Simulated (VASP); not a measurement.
Here is a VASP 6.6.1 calculation.

INCAR

```
SYSTEM = Mg
PREC     = Accurate       ! precision mode
ENCUT    = 600            ! plane-wave cutoff, eV
EDIFF    = 1E-6           ! SCF threshold, eV
ISMEAR   = -1             ! smearing method
SIGMA    = 0.1            ! smearing width, eV
LREAL    = .FALSE.        ! projectors in reciprocal space
LASPH    = .TRUE.         ! aspherical terms in the spheres
NELM     = 80             ! most SCF steps
ALGO     = Normal         ! electronic algorithm
ISIF     = 8              ! what is computed and relaxed
LWAVE    = .FALSE.        ! write WAVECAR
LCHARG   = .FALSE.        ! write CHGCAR
GGA      = PS             ! functional
IBRION   = 2              ! ionic algorithm
NSW      = 80             ! ionic steps
EDIFFG   = -0.01          ! ionic threshold
```

KPOINTS

```
Automatic mesh
0
G
  6 6 6
  0 0 0
```

POSCAR

```
Mg
1.0
    4.5300000000      0.0000000000      0.0000000000
    0.0000000000      4.5300000000      0.0000000000
    0.0000000000      0.0000000000      4.5300000000
Mg
4
Direct
    0.0000000000      0.0000000000      0.0000000000
    0.0000000000      0.5000000000      0.5000000000
    0.5000000000      0.0000000000      0.5000000000
    0.5000000000      0.5000000000      0.0000000000
```

Potentials or basis: VASP PAW PBE potentials, release 64 (Mg).

Run with:

```sh
$ cat potpaw_PBE.64/Mg/POTCAR > POTCAR
$ mpirun -np 1 vasp_std > vasp.out
```

(1) What does it give for the space group after relaxing (to 0.05 Å)?

(2) Predict the relaxed volume.

(3) What does it give for the relaxed cell?

Answers

(1) Fm-3m (No. 225).

(2) 22.63 Å³/atom.

(3) a = 4.490 Å, b = 4.490 Å, c = 4.490 Å, α = 90.00°, β = 90.00°, γ = 90.00°.

Caveat: the PAW data sets were made with another functional, which shifts forces and pressure a little.
